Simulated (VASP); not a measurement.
Here is a VASP 6.6.1 calculation.

The input INCAR:

```
ALGO     = Normal         # electronic algorithm
DIPOL    = 0.5 0.5 0.500
EDIFF    = 1E-7           # SCF threshold, eV
EFIELD   = -0.3         
ENCUT    = 520            # plane-wave cutoff, eV
GGA      = PE             # functional
IDIPOL   = 3            
ISIF     = 2              # what is computed and relaxed
ISMEAR   = -1             # smearing method
LASPH    = T              # aspherical terms in the spheres
LCHARG   = F              # write CHGCAR
LDIPOL   = T            
LREAL    = F              # projectors in reciprocal space
LWAVE    = F              # write WAVECAR
NBANDS   = 26             # bands
NELM     = 100            # most SCF steps
PREC     = Accurate       # precision mode
SIGMA    = 0.1            # smearing width, eV
```

The input KPOINTS:

```
k-points
0
Gamma
  4 4 1
```

POSCAR

```
GaP
1.0
    3.8540855109      0.0000000000      0.0000000000
    1.9270427554      3.3377359608      0.0000000000
    0.0000000000      0.0000000000     15.9335595528
Ga P
2 2
Direct
    0.0000000000      0.0000000000      0.3765636913
    0.3333333333      0.3333333333      0.5740617852
    0.3333333333      0.3333333333      0.4259382148
    0.6666666667      0.6666666667      0.6234363087
```

Potentials or basis: VASP PAW PBE potentials, release 64 (Ga_d, P).

Launch:

```console
$ cat potpaw_PBE.64/Ga_d/POTCAR potpaw_PBE.64/P/POTCAR > POTCAR
$ mpirun -np 1 vasp_std > vasp.out
```

Problem. What does it give for the largest force?

Solution. 1.439 eV/Å.

Problem. Predict the band gap on the k mesh.

Solution. 0.21 eV, indirect (least direct gap 0.64 eV).

Forces in eV/Å, atoms in the order of the input:
```
Ga   0.000  0.000  0.493
Ga   0.000  0.000  1.175
P    0.000  0.000 -1.439
P    0.000  0.000 -0.229
```

Caveat: the k points lie up to 0.47 Å⁻¹ apart.
